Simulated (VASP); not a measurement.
A run of VASP 6.6.1:

INCAR

```
PREC     = Accurate       # precision mode
ENCUT    = 520            # plane-wave cutoff, eV
EDIFF    = 1E-7           # SCF threshold, eV
ISMEAR   = -1             # smearing method
SIGMA    = 0.01           # smearing width, eV
LREAL    = Auto         
LASPH    = T              # aspherical terms in the spheres
NELM     = 100            # most SCF steps
ALGO     = Normal         # electronic algorithm
ISIF     = 2              # what is computed and relaxed
LWAVE    = F              # write WAVECAR
LCHARG   = F              # write CHGCAR
GGA      = PE             # functional
IBRION   = 2              # ionic algorithm
NSW      = 60             # ionic steps
EDIFFG   = -0.03          # ionic threshold
NELECT   = 216.0        
LUSENCCL = F
```

The input KPOINTS:

```
regular mesh
0
Gamma
  2 2 2
```

The input POSCAR:

```
Al26P27
1.0
    0.0000000000      8.1765000000      8.1765000000
    8.1765000000      0.0000000000      8.1765000000
    8.1765000000      8.1765000000      0.0000000000
Al P
26 27
Direct
    0.0000000000      0.0000000000      0.3333333333
    0.0000000000      0.0000000000      0.6666666667
    0.0000000000      0.3333333333      0.0000000000
    0.0000000000      0.3333333333      0.3333333333
    0.0000000000      0.3333333333      0.6666666667
    0.0000000000      0.6666666667      0.0000000000
    0.0000000000      0.6666666667      0.3333333333
    0.0000000000      0.6666666667      0.6666666667
    0.3333333333      0.0000000000      0.0000000000
    0.3333333333      0.0000000000      0.3333333333
    0.3333333333      0.0000000000      0.6666666667
    0.3333333333      0.3333333333      0.0000000000
    0.3333333333      0.3333333333      0.3333333333
    0.3333333333      0.3333333333      0.6666666667
    0.3333333333      0.6666666667      0.0000000000
    0.3333333333      0.6666666667      0.3333333333
    0.3333333333      0.6666666667      0.6666666667
    0.6666666667      0.0000000000      0.0000000000
    0.6666666667      0.0000000000      0.3333333333
    0.6666666667      0.0000000000      0.6666666667
    0.6666666667      0.3333333333      0.0000000000
    0.6666666667      0.3333333333      0.3333333333
    0.6666666667      0.3333333333      0.6666666667
    0.6666666667      0.6666666667      0.0000000000
    0.6666666667      0.6666666667      0.3333333333
    0.6666666667      0.6666666667      0.6666666667
    0.0833333333      0.0833333333      0.0833333333
    0.0833333333      0.0833333333      0.4166666667
    0.0833333333      0.0833333333      0.7500000000
    0.0833333333      0.4166666667      0.0833333333
    0.0833333333      0.4166666667      0.4166666667
    0.0833333333      0.4166666667      0.7500000000
    0.0833333333      0.7500000000      0.0833333333
    0.0833333333      0.7500000000      0.4166666667
    0.0833333333      0.7500000000      0.7500000000
    0.4166666667      0.0833333333      0.0833333333
    0.4166666667      0.0833333333      0.4166666667
    0.4166666667      0.0833333333      0.7500000000
    0.4166666667      0.4166666667      0.0833333333
    0.4166666667      0.4166666667      0.4166666667
    0.4166666667      0.4166666667      0.7500000000
    0.4166666667      0.7500000000      0.0833333333
    0.4166666667      0.7500000000      0.4166666667
    0.4166666667      0.7500000000      0.7500000000
    0.7500000000      0.0833333333      0.0833333333
    0.7500000000      0.0833333333      0.4166666667
    0.7500000000      0.0833333333      0.7500000000
    0.7500000000      0.4166666667      0.0833333333
    0.7500000000      0.4166666667      0.4166666667
    0.7500000000      0.4166666667      0.7500000000
    0.7500000000      0.7500000000      0.0833333333
    0.7500000000      0.7500000000      0.4166666667
    0.7500000000      0.7500000000      0.7500000000
```

Potentials or basis: VASP PAW PBE potentials, release 64 (Al, P).

The run is started by

```sh
$ cat potpaw_PBE.64/Al/POTCAR potpaw_PBE.64/P/POTCAR > POTCAR
$ mpirun -np 1 vasp_std > vasp.out
```

Hardware: 1 × NVIDIA H100 80GB with 1 thread of AMD EPYC 7R13 Processor (Zen 3), with other jobs on the host.

**Question.** Estimate the wall time of this run.

**Answer.** Run time: 15 min on 1 × NVIDIA H100 80GB with 1 thread of AMD EPYC 7R13 Processor (Zen 3), with other jobs on the host, peak memory 2 GiB. Counts: scf iterations 109, k points 3, ion steps 10.
